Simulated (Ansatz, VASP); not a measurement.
## NaCl in VASP and in Ansatz

```
Na Cl
1.0
     0.00000    2.80270    2.80270
     2.80270    0.00000    2.80270
     2.80270    2.80270    0.00000
Na Cl
1 1
Direct
  0.00000 0.00000 0.00000
  0.50000 0.50000 0.50000
```

Alike in both runs: task single point; functional PBE0; k mesh 6 × 6 × 6; no spin polarisation.

```csv
,VASP,Ansatz
version,VASP 6.6.1,Ansatz 0.2.0
potentials or method,"VASP PAW PBE potentials, release 64 (Na_pv, Cl)","plane waves, PAW"
plane-wave cutoff (eV),520,420
occupations,"gaussian, width 0.01 eV",fixed
valence electrons in the cell,14,16
```

|  | VASP | Ansatz | Ansatz less VASP |
| --- | --- | --- | --- |
| gap on the k mesh at the Fermi level (eV) | 7.28 | 7.28 | +0.001 |
| pressure (GPa) | 0.6 | 0.6 | -0.01 |

VASP's potentials hold 14 valence electrons a cell and Ansatz's 16, so a difference there can come from the potentials and not from the codes. Ansatz's warnings: stress exchange threshold loose, stress scf threshold loose.
